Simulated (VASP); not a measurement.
Here is a VASP 6.6.1 calculation.

Contents of INCAR:

```
  ALGO = Normal
  DIPOL = 0.5 0.5 0.341
  EDIFF = 1E-6
  ENCUT = 520
  GGA = PE
  IDIPOL = 3
  ISIF = 2
  ISMEAR = 0
  LASPH = True
  LCHARG = False
  LDIPOL = True
  LREAL = False
  LWAVE = False
  NBANDS = 35
  NELM = 100
  PREC = Accurate
  SIGMA = 0.1
```

File KPOINTS:

```
k-points
0
Gamma
  9 7 1
```

POSCAR

```
Ti4S
1.0
    2.9075446931      0.0000000000      0.0000000000
    0.0000000000      4.1118891382      0.0000000000
    0.0000000000      0.0000000000     19.6535692527
Ti S
4 1
Direct
    0.5000000000      0.5000000000      0.2035253723
    0.0000000000      0.0000000000      0.2774952618
    0.5000000000      0.5000000000      0.3439484692
    0.0000000000      0.0000000000      0.4148645545
    0.5000000000      0.5000000000      0.4635282612
```

Potentials or basis: VASP PAW PBE potentials, release 64 (Ti_sv, S).

Run with:

```bash
$ cat potpaw_PBE.64/Ti_sv/POTCAR potpaw_PBE.64/S/POTCAR > POTCAR
$ mpirun -np 1 vasp_std > vasp.out
```

Problem. Estimate the band gap on the k mesh.

Solution. Zero (band 27 reaches 0.73 eV, above the bottom of band 28 at 0.65 eV).

Problem. Estimate the largest force.

Solution. 1.891 eV/Å.

Forces on the atoms (eV/Å):
```
Ti   0.000  0.000  0.272
Ti   0.000  0.000 -0.453
Ti   0.000  0.000 -1.714
Ti   0.000  0.000  1.891
S    0.000  0.000  0.004
```
